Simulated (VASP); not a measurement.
# PbS (R3m) in VASP: single point with r2SCAN

Aim: the single point of PbS with r2SCAN.

Everything below comes from runs of VASP 6.6.1. Logs are shortened: lines on timing, memory, paths and dates and some standing lists are left out, and cuts for length are marked.

### Step 1. The cell of the first run

The structure is trigonal, space group R3m (No. 160). The conventional cell has a = 4.225 Å, b = 4.225 Å, c = 10.356 Å, α = 90.00°, β = 90.00°, γ = 120.00°. Within 3.9 Å of Pb (site symmetry 3m) lie 6 S at 2.96 to 3.02 Å. Within 3.9 Å of S (site symmetry 3m) lie 6 Pb at 2.96 to 3.02 Å.

### Step 2. Single point, r2SCAN

Contents of POSCAR:

```
PbS
1.0
    4.2269190000      0.0000000000      0.0000000000
    2.1150546290      3.6596978221      0.0000000000
    2.1150546290      1.2205129305      3.4501791744
Pb S
1 1
Direct
    0.9805700000      0.9805700000      0.9805700000
    0.4750400000      0.4750400000      0.4750400000
```

Contents of INCAR.step1:

```
SYSTEM = PbS
PREC     = Accurate       ! precision mode
ENCUT    = 520            ! plane-wave cutoff, eV
ISMEAR   = 0              ! smearing method
SIGMA    = 0.01           ! smearing width, eV
LREAL    = .FALSE.        ! projectors in reciprocal space
LASPH    = .TRUE.         ! aspherical terms in the spheres
NELM     = 60             ! most SCF steps
NBANDS   = 17             ! bands
GGA      = PE             ! functional
ALGO     = Normal         ! electronic algorithm
EDIFF    = 1E-4           ! SCF threshold, eV
LWAVE    = .TRUE.         ! write WAVECAR
LCHARG   = .FALSE.        ! write CHGCAR
```

Contents of INCAR.step2:

```
SYSTEM = PbS
PREC     = Accurate       ! precision mode
ENCUT    = 520            ! plane-wave cutoff, eV
EDIFF    = 1E-7           ! SCF threshold, eV
ISMEAR   = 0              ! smearing method
SIGMA    = 0.01           ! smearing width, eV
LREAL    = .FALSE.        ! projectors in reciprocal space
LASPH    = .TRUE.         ! aspherical terms in the spheres
NELM     = 60             ! most SCF steps
ALGO     = Normal         ! electronic algorithm
ISIF     = 2              ! what is computed and relaxed
LWAVE    = .FALSE.        ! write WAVECAR
LCHARG   = .FALSE.        ! write CHGCAR
METAGGA  = R2SCAN         ! meta-GGA
LMIXTAU  = .TRUE.       
NBANDS   = 17             ! bands
ISTART   = 1
```

Contents of KPOINTS:

```
Automatic mesh
0
G
  6 6 6
  0 0 0
```

Potentials or basis: VASP PAW PBE potentials, release 64 (Pb_d, S).

Command:

```bash
$ cat potpaw_PBE.64/Pb_d/POTCAR potpaw_PBE.64/S/POTCAR > POTCAR
$ cp INCAR.step1 INCAR
$ mpirun -np 1 vasp_std > vasp.out
$ cp INCAR.step2 INCAR
$ mpirun -np 1 vasp_std > vasp.out
```

OUTCAR:

```text
SYSTEM = PbS
   PREC = Accurate
   ENCUT = 520
   EDIFF = 1E-7
   ISMEAR = 0
   LREAL = .FALSE.
   LASPH = .TRUE.
   NELM = 60
   ISIF = 2
   METAGGA = R2SCAN
   ISTART = 1

 ion  position               nearest neighbor table
   1  0.981  0.981  0.981-   2 2.96   2 2.96   2 2.96   2 3.02   2 3.02   2 3.02
   2  0.475  0.475  0.475-   1 2.96   1 2.96   1 2.96   1 3.02   1 3.02   1 3.02

  LATTYP: Found a trigonal (rhomboedric) cell.
 ALAT       =     4.2269190000
 COS(alpha) =     0.5003773739

  Lattice vectors:

 A1 = (   4.2269190000,   0.0000000000,   0.0000000000)
 A2 = (   2.1150546290,   3.6596978221,   0.0000000000)
 A3 = (   2.1150546290,   1.2205129305,   3.4501791744)

Analysis of symmetry for initial positions (statically):
=====================================================================
 Subroutine PRICEL returns:
 Original cell was already a primitive cell.

 Routine SETGRP: Setting up the symmetry group for a
 trigonal (rhombohedral) supercell.

 Subroutine GETGRP returns: Found  6 space group operations
 (whereof  6 operations were pure point group operations)
 out of a pool of 12 trial point group operations.

The static configuration has the point symmetry C_3v.

Analysis of symmetry for dynamics (positions and initial velocities):
=====================================================================
 Subroutine PRICEL returns:
 Original cell was already a primitive cell.

 Routine SETGRP: Setting up the symmetry group for a
 trigonal (rhombohedral) supercell.

 Subroutine GETGRP returns: Found  6 space group operations
 (whereof  6 operations were pure point group operations)
 out of a pool of 12 trial point group operations.

The dynamic configuration has the point symmetry C_3v.

 Subroutine INISYM returns: Found  6 space group operations
 (whereof  6 operations are pure point group operations),
 and found     1 'primitive' translations

----------------------------------------------------------------------------------------

                                     Primitive cell

  volume of cell :      53.3717

  direct lattice vectors                    reciprocal lattice vectors
     4.226919000  0.000000000  0.000000000     0.236578936 -0.136726418 -0.096661940
     2.115054629  3.659697822  0.000000000     0.000000000  0.273246604 -0.096661940
     2.115054629  1.220512930  3.450179174     0.000000000  0.000000000  0.289840020

  length of vectors
     4.226919000  4.226919000  4.226919000     0.289840020  0.289840020  0.289840020

  position of ions in fractional coordinates (direct lattice)
     0.980570000  0.980570000  0.980570000
     0.475040000  0.475040000  0.475040000

  ion indices of the primitive-cell ions
   primitive index   ion index
                 1           1
                 2           2

----------------------------------------------------------------------------------------

 KPOINTS: Automatic mesh

Automatic generation of k-mesh.
 Grid dimensions read from file:
 generate k-points for:    6    6    6

 Generating k-lattice:

  Cartesian coordinates                     Fractional coordinates (reciprocal lattice)
     0.039429823 -0.022787736 -0.016110323     0.166666667  0.000000000  0.000000000
     0.000000000  0.045541101 -0.016110323     0.000000000  0.166666667  0.000000000
     0.000000000  0.000000000  0.048306670     0.000000000  0.000000000  0.166666667

  Length of vectors
     0.048306670  0.048306670  0.048306670

  Shift w.r.t. Gamma in fractional coordinates (k-lattice)
     0.000000000  0.000000000  0.000000000

 Subroutine IBZKPT returns following result:
 ===========================================

 Found     32 irreducible k-points:

 Following reciprocal coordinates:
            Coordinates               Weight
  0.000000  0.000000  0.000000      1.000000
  0.166667  0.000000  0.000000      6.000000
  0.333333 -0.000000 -0.000000      6.000000
  0.500000  0.000000  0.000000      3.000000
  0.166667  0.166667  0.000000      6.000000
  0.333333  0.166667 -0.000000     12.000000
[... 16 lines left out ...]
  0.500000  0.500000  0.166667      6.000000
 -0.333333  0.500000  0.166667     12.000000
 [... further k-points ...]
   k-points           NKPTS =     32   k-points in BZ     NKDIM =     32   number of bands    NBANDS=     17
   number of dos      NEDOS =    301   number of ions     NIONS =      2
   total plane-waves  NPLWV =  32768
   dimension x,y,z NGX =    32 NGY =   32 NGZ =   32
   dimension x,y,z NGXF=    64 NGYF=   64 NGZF=   64
   ions per type =               1   1
   NGX,Y,Z   is equivalent  to a cutoff of  12.59, 12.59, 12.59 a.u.
   NGXF,Y,Z  is equivalent  to a cutoff of  25.17, 25.17, 25.17 a.u.
 SYSTEM =  PbS
   PREC   = accura    normal or accurate (medium, high low for compatibility)
   ISTART =      1    job   : 0-new  1-cont  2-samecut
   ICHARG =      0    charge: 1-file 2-atom 10-const
   ISPIN  =      1    spin polarized calculation?
   LNONCOLLINEAR =      F non collinear calculations
   LSORBIT =      F    spin-orbit coupling
   LASPH  =      T    aspherical Exc in radial PAW
   ENCUT  =  520.0 eV  38.22 Ry    6.18 a.u.   7.86  7.86  7.86*2*pi/ulx,y,z
   NELM   =     60;   NELMIN=  2; NELMDL=  0     # of ELM steps
   EDIFF  = 0.1E-06   stopping-criterion for ELM
   LREAL  =      F    real-space projection
   EDIFFG = 0.1E-05   stopping-criterion for IOM
   NSW    =      0    number of steps for IOM
   IBRION =     -1    ionic relax: 0-MD 1-quasi-New 2-CG
   NFREE  =      0    steps in history (QN), initial steepest desc. (CG)
   ISIF   =      2    stress and relaxation
   ISYM   =      2    0-nonsym 1-usesym 2-fastsym
   POTIM  = 0.5000    time-step for ionic-motion
   TEBEG  =    0.0;   TEEND  =   0.0 temperature during run
   PSTRESS=    0.0 pullay stress
   NELECT =      20.0000    total number of electrons
   NUPDOWN=      -1.0000    fix difference up-down
   EMIN   =  10.00;   EMAX   =-10.00  energy-range for DOS
   EFERMI =   0.00;   METHOD = LEGACY
   ISMEAR =     0;   SIGMA  =   0.01  broadening in eV -4-tet -1-fermi 0-gaus
   EFERMI_NEDOS =   21; number of points for ismear=-14 and -15
   IALGO  =     38    algorithm
   IMIX   =      4    mixing-type and parameters
     AMIX     =   0.40;   BMIX     =  1.00
     AMIX_MAG =   1.60;   BMIX_MAG =  1.00
  volume/ion in A,a.u.               =      26.69       180.08
  Fermi-wavevector in a.u.,A,eV,Ry     =   1.180270  2.230386 18.953411  1.393036
  Thomas-Fermi vector in A             =   2.316565
   LORBIT       =      0    0 simple, 1 ext, 2 COOP (PROOUT), +10 PAW based schemes
   METAGGA = R2SCAN    functional components
   LHFCALC =     F    Hartree Fock is set to
   AEXX    =    0.0000 exact exchange contribution
   IVDW    =     0    specifies the selected vdW correction
   LEPSILON=     F    determine dielectric tensor
   LRPA    =     F    only Hartree local field effects (RPA)
 non-spin polarized calculation
 Gauss-broadening in eV      SIGMA  =   0.01
  energy-cutoff  :      520.00
  volume of cell :       53.37
 maximum number of plane-waves:      1459
   NGX = 15   NGY = 15   NGZ = 15

 number of electron      20.0000002 magnetization

 Free energy of the ion-electron system (eV)
  ---------------------------------------------------
  ext. energy  EPLUGINS =         0.00000000
  ---------------------------------------------------
  free energy    TOTEN  =       -65.61300485 eV

  energy without entropy =      -65.61300485  energy(sigma->0) =      -65.61300485

 E-fermi :   5.5040     XC(G=0): -10.1402

 val. band max:        5.3742707259   @ k =   0.5000   0.0000   0.0000
 cond. band min:       6.0930877404   @ k =   0.5000   0.0000   0.0000
 fundamental gap:      0.7188170144
 Fermi energy:         5.5040203215

 k-point     1 :       0.0000    0.0000    0.0000
  band No.  band energies     occupation
      1     -12.0115      2.00000
      2     -12.0111      2.00000
      3     -12.0111      2.00000
      4     -11.9951      2.00000
      5     -11.9951      2.00000
      6      -8.6089      2.00000
[... 9 lines left out ...]
     16      12.6268      0.00000
     17      14.5210      0.00000

 k-point     2 :       0.1667    0.0000    0.0000
  band No.  band energies     occupation
      1     -12.0102      2.00000
      2     -12.0089      2.00000
      3     -12.0087      2.00000
      4     -11.9945      2.00000
      5     -11.9944      2.00000
      6      -8.3792      2.00000
[... 9 lines left out ...]
     16      13.2139      0.00000
     17      16.3797      0.00000

 k-point     3 :       0.3333   -0.0000   -0.0000
  band No.  band energies     occupation
      1     -12.0215      2.00000
      2     -12.0208      2.00000
      3     -12.0083      2.00000
      4     -11.9765      2.00000
      5     -11.9762      2.00000
      6      -7.8045      2.00000
[... 9 lines left out ...]
     16      14.6484      0.00000
     17      18.1184      0.00000

 k-point     4 :       0.5000    0.0000    0.0000
  band No.  band energies     occupation
      1     -12.0288      2.00000
      2     -12.0280      2.00000
      3     -12.0078      2.00000
      4     -11.9664      2.00000
      5     -11.9660      2.00000
      6      -7.4120      2.00000
[... 9 lines left out ...]
     16      16.0625      0.00000
     17      16.3982      0.00000
[... 343 lines left out ...]
      1     -12.0740      2.00000
      2     -12.0117      2.00000
      3     -12.0010      2.00000
      4     -11.9734      2.00000
      5     -11.9706      2.00000
      6      -7.3542      2.00000
[... 9 lines left out ...]
     16      16.5090      0.00000
     17      16.9206      0.00000

 k-point    23 :       0.5000    0.5000    0.1667
  band No.  band energies     occupation
      1     -12.1165      2.00000
      2     -12.0232      2.00000
      3     -11.9838      2.00000
      4     -11.9663      2.00000
      5     -11.9600      2.00000
      6      -7.1076      2.00000
[... 9 lines left out ...]
     16      17.2619      0.00000
     17      17.7915      0.00000

 k-point    24 :      -0.3333    0.5000    0.1667
  band No.  band energies     occupation
      1     -12.1180      2.00000
      2     -12.0152      2.00000
      3     -11.9875      2.00000
      4     -11.9759      2.00000
      5     -11.9554      2.00000
      6      -6.9634      2.00000
[... 9 lines left out ...]
     16      17.8031      0.00000
     17      18.1888      0.00000

 [... further k-points ...]

------------------------ aborting loop because EDIFF is reached ----------------------------------------

  FORCE on cell =-STRESS in cart. coord.  units (eV):
  Direction    XX          YY          ZZ          XY          YZ          ZX
  --------------------------------------------------------------------------------------
  -------------------------------------------------------------------------------------
  Total       -0.0159590     -0.0190723     -0.0198498      0.0026935      0.0010988      0.0019042
  in kB       -0.4790785     -0.5725366     -0.5958747      0.0808558      0.0329864      0.0571629
  external PRESSURE =      -0.5491633 kB  Pullay stress =       0.0000000 kB

 VOLUME and BASIS-vectors are now :
 -----------------------------------------------------------------------------
  energy-cutoff  :      520.00
  volume of cell :       53.37
      direct lattice vectors                 reciprocal lattice vectors
     4.226919000  0.000000000  0.000000000     0.236578936 -0.136726418 -0.096661940
     2.115054629  3.659697822  0.000000000     0.000000000  0.273246604 -0.096661940
     2.115054629  1.220512930  3.450179174     0.000000000  0.000000000  0.289840020

 POSITION                                       TOTAL-FORCE (eV/Angst)
 -----------------------------------------------------------------------------------
      8.29271      4.78539      3.38314        -0.006232     -0.003596     -0.002542
      4.01743      2.31830      1.63897         0.006232      0.003596      0.002542
 -----------------------------------------------------------------------------------
    total drift:                               -0.000017     -0.000010     -0.000007

  FREE ENERGIE OF THE ION-ELECTRON SYSTEM (eV)
  ---------------------------------------------------
  free  energy   TOTEN  =       -65.6130048474 eV

  energy  without entropy=      -65.6130048474  energy(sigma->0) =      -65.61300485
```

Run time: 84 s. Hardware: 1 thread of AMD EPYC 7R13 (Zen 3), shared host; peak memory 0.17 GiB.

Results:

```
Free energy            : -65.6130 eV
Pressure               : -0.1 GPa
Largest force          : 0.008 eV/Å
Band gap on the k mesh : 0.72 eV
```

Forces in eV/Å, atoms in the order of the input:
```
Pb  -0.006 -0.004 -0.003
S    0.006  0.004  0.003
```

Caveat: the PAW data sets were made with another functional, which shifts forces and pressure a little; spin-orbit coupling is left out, which moves the levels of the heavy elements.
